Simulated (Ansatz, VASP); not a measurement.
# One calculation of Rh, two programs

The input INCAR:

```
PREC = Accurate ; ENCUT = 520
EDIFF = 1E-6 ; ISMEAR = 0
SIGMA = 0.15 ; LREAL = False
LASPH = True ; NELM = 100
ALGO = Fast ; ISIF = 2
LWAVE = False ; LCHARG = True
GGA = PS ; LELF = True
LVHAR = True ; NBANDS = 38
```

File KPOINTS:

```
regular mesh
0
Gamma
  18 18 6
```

The input POSCAR:

```
Rh
1.0
    2.6221000000      0.0000000000      0.0000000000
   -1.3110500000      2.2708052113      0.0000000000
    0.0000000000      0.0000000000      8.4948000000
Rh
4
Direct
    0.0000000000      0.0000000000      0.0000000000
    0.3333333333      0.6666666667      0.2500000000
    0.0000000000      0.0000000000      0.5000000000
    0.6666666667      0.3333333333      0.7500000000
```

Input for Ansatz:

```yaml
crystal:
  lattice:
    - [2.6221, 0.0, 0.0]
    - [-1.31105, 2.2708052113, 0.0]
    - [0.0, 0.0, 8.4948]
  atoms:
    - { symbol: Rh, position: [0.0, 0.0, 0.0] }
    - { symbol: Rh, position: [0.3333333333, 0.6666666667, 0.25] }
    - { symbol: Rh, position: [0.0, 0.0, 0.5] }
    - { symbol: Rh, position: [0.6666666667, 0.3333333333, 0.75] }
basis:
  ecutwfc: 420
kpoints:
  mp_grid: { grid: [18, 18, 6] }
hamiltonian:
  xc: pbesol
  pseudopotentials: { kind: paw, azcp: { folder: soft_1 } }
scf:
  occupations: { method: gaussian, width: 0.15 }
output:
  forces: true
  stress: true
  eigenvalues: true
```

Alike in both runs: task single point; functional PBEsol; k mesh 18 × 18 × 6; occupations gaussian, width 0.15 eV; no spin polarisation.

|  | VASP | Ansatz |
| --- | --- | --- |
| version | VASP 6.6.1 | Ansatz 0.2.0 |
| potentials or method | VASP PAW PBE potentials, release 64 (Rh_pv), cutoff 520 eV | scalar-relativistic, plane waves, PAW |
| valence electrons in the cell | 60 | 68 |

|  | VASP | Ansatz | Ansatz less VASP |
| --- | --- | --- | --- |
| gap on the k mesh at the Fermi level (eV) | none | none | - |
| pressure (GPa) | 23.6 | 23.7 | +0.09 |
| traceless stress, the component that is largest in VASP (GPa) | 2.22 | 2.23 | +0.016 |

VASP's potentials were made for PBE, not for PBEsol, and Ansatz warns of the same on its side. A gap of «none» marks a metal or a gap that the smearing closes. The functional is the same, so the differences come from potentials, cutoffs and numerics. VASP's potentials hold 60 valence electrons a cell and Ansatz's 68, so a difference there can come from the potentials and not from the codes.
